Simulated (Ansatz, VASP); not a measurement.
Cd: VASP beside Ansatz

File INCAR:

```
PREC = Accurate
ENCUT = 520
EDIFF = 1E-7
ISMEAR = -1
SIGMA = 0.1
LREAL = False
LASPH = True
NELM = 100
ALGO = Normal
ISIF = 2
LWAVE = False
LCHARG = False
GGA = PS
NBANDS = 12
```

File KPOINTS:

```
regular mesh
0
Gamma
  12 12 12
```

POSCAR

```
Cd
1.0
    2.7828097438      0.0000000000      0.0000000000
    0.0000000000      2.7828097438      0.0000000000
    0.0000000000      0.0000000000      2.7828097438
Cd
1
Direct
    0.0000000000      0.0000000000      0.0000000000
```

Input for Ansatz:

```yaml
crystal:
  lattice:
    - [2.7828097438, 0.0, 0.0]
    - [0.0, 2.7828097438, 0.0]
    - [0.0, 0.0, 2.7828097438]
  atoms:
    - { symbol: Cd, position: [0.0, 0.0, 0.0] }
hamiltonian:
  xc: pbesol
  pseudopotentials:
    kind: paw
    azcp:
      Cd: "pseudopotentials/Cd.paw.azcp"
basis:
  ecutwfc: 420
  fft_grid_basis: typed
kpoints:
  mp_grid: { grid: [12, 12, 12], shift: [0, 0, 0] }
magnetization:
  spin_polarized: false
scf:
  occupations: { method: fermi_dirac, width: 0.1 }
  lower_state_search: "off"
output:
  stress: true
```

Alike in both runs: task single point; functional PBEsol; k mesh 12 × 12 × 12; occupations fermi-dirac, width 0.1 eV; no spin polarisation.

|  | VASP | Ansatz |
| --- | --- | --- |
| version | VASP 6.6.1 | Ansatz 0.2.0 |
| potentials or method | VASP PAW PBE potentials, release 64 (Cd), cutoff 520 eV | plane waves (420 eV) with PAW, scalar-relativistic |
| valence electrons in the cell | 12 | 20 |

```csv
,VASP,Ansatz,Ansatz less VASP
pressure (GPa),8.5,8.0,-0.57
```

VASP's potentials were made for PBE, not for PBEsol, and Ansatz warns of the same on its side. With one functional, cell and mesh, what is left measures potentials, basis and numerics. VASP's potentials hold 12 valence electrons a cell and Ansatz's 20, so a difference there can come from the potentials and not from the codes.
